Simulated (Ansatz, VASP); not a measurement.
# CdSe: VASP beside Ansatz

INCAR

```
PREC = Accurate ; ENCUT = 520
EDIFF = 1E-6 ; ISMEAR = -1
SIGMA = 0.05 ; LREAL = F
LASPH = T ; NELM = 150
ALGO = Normal ; ISIF = 2
LWAVE = F ; LCHARG = F
MAGMOM = 0 0 0 0 0 0 ; LORBIT = 11
LSORBIT = T ; GGA_COMPAT = F
LORBMOM = T ; GGA = PS
NBANDS = 30
```

Contents of KPOINTS:

```
Automatic mesh
0
Gamma
  8 8 8
```

The input POSCAR:

```
CdSe
1.0
    0.0000000000      3.0287759606      3.0287759606
    3.0287759606      0.0000000000      3.0287759606
    3.0287759606      3.0287759606      0.0000000000
Cd Se
1 1
Direct
    0.0000000000      0.0000000000      0.0000000000
    0.2500000000      0.2500000000      0.2500000000
```

input.yaml

```yaml
crystal:
  lattice:
    - [0.0, 3.0287759606, 3.0287759606]
    - [3.0287759606, 0.0, 3.0287759606]
    - [3.0287759606, 3.0287759606, 0.0]
  atoms:
    - { symbol: Cd, position: [0.0, 0.0, 0.0] }
    - { symbol: Se, position: [0.25, 0.25, 0.25] }
hamiltonian:
  xc: pbesol
  pseudopotentials: { kind: paw_fr }
magnetization:
  noncollinear: true
  spin_orbit: true
kpoints:
  mp_grid: { grid: [8, 8, 8] }
scf:
  occupations: { method: fermi_dirac, width: 0.05 }
output:
  forces: true
  stress: true
  eigenvalues: true
```

Alike in both runs: task single point; functional PBEsol; k mesh 8 × 8 × 8; occupations fermi-dirac, width 0.05 eV; non-collinear spin, spin-orbit coupling.

|  | VASP | Ansatz |
| --- | --- | --- |
| version | VASP 6.6.1 | Ansatz 0.2.0 |
| potentials or method | VASP PAW PBE potentials, release 64 (Cd, Se) | Ansatz PAW |
| plane-wave cutoff (eV) | 520 | 420 |
| valence electrons in the cell | 18 | 36 |

```tsv
	VASP	Ansatz	Ansatz less VASP
pressure (GPa)	1.0	0.6	-0.38
```

VASP's potentials were made for PBE, not for PBEsol. VASP's potentials hold 18 valence electrons a cell and Ansatz's 36, so a difference there can come from the potentials and not from the codes.
